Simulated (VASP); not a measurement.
Crystal: Si.

```
Si
1.0
     2.52700    0.00000    0.00000
    -1.26350    2.18845    0.00000
     0.00000    0.00000    2.37300
Si
1
Direct
  0.00000 0.00000 0.00000
```

| Property | Result |
| --- | --- |
| Program | VASP 6.6.1 |
| Task | relaxation of cell and atoms |
| Functional | PBE |
| Dispersion | D4 |
| Potentials or basis | VASP PAW PBE potentials, release 64 (Si) |
| Cutoff | 600 eV |
| k mesh | 12 × 12 × 11 |
| Occupations | fermi-dirac, width 0.1 eV |
| Spin | no spin polarisation |

At the start: pressure 15.1 GPa; volume 13.12 Å³/atom.

Task: Where does the relaxation end?

Result: Over 7 steps the energy falls by 61.4 meV/atom and the volume is 14.50 Å³/atom (+10.5 %); space group P6/mmm (No. 191, to 0.05 Å).

Step by step:
| step | energy change (eV) | largest force (eV/Å) | pressure (GPa) | volume (Å³) |
| --- | --- | --- | --- | --- |
| 1 | 0.0000 | 0.0000 | 15.15 | 13.12 |
| 2 | -0.0301 | 0.0000 | -7.55 | 15.62 |
| 3 | -0.0613 | 0.0000 | 0.04 | 14.48 |
| 4 | -0.0613 | 0.0000 | 0.28 | 14.46 |
| 5 | -0.0614 | 0.0000 | 0.13 | 14.48 |
| 6 | -0.0614 | 0.0000 | 0.16 | 14.47 |
| 7 | -0.0614 | 0.0000 | -0.06 | 14.50 |

Final structure:
```yaml
crystal:
  lattice:
    - [2.60121, 0.00000, 0.00000]
    - [-1.30061, 2.25271, 0.00000]
    - [0.00000, 0.00000, 2.47450]
  atoms:
    - { symbol: Si, position: [0.00000, 0.00000, 0.00000] }
```

Caveat: the volume moved by +10 % from the deposited cell, more than functionals usually miss; pairwise dispersion overbinds metals, which lowers pressure and volume.
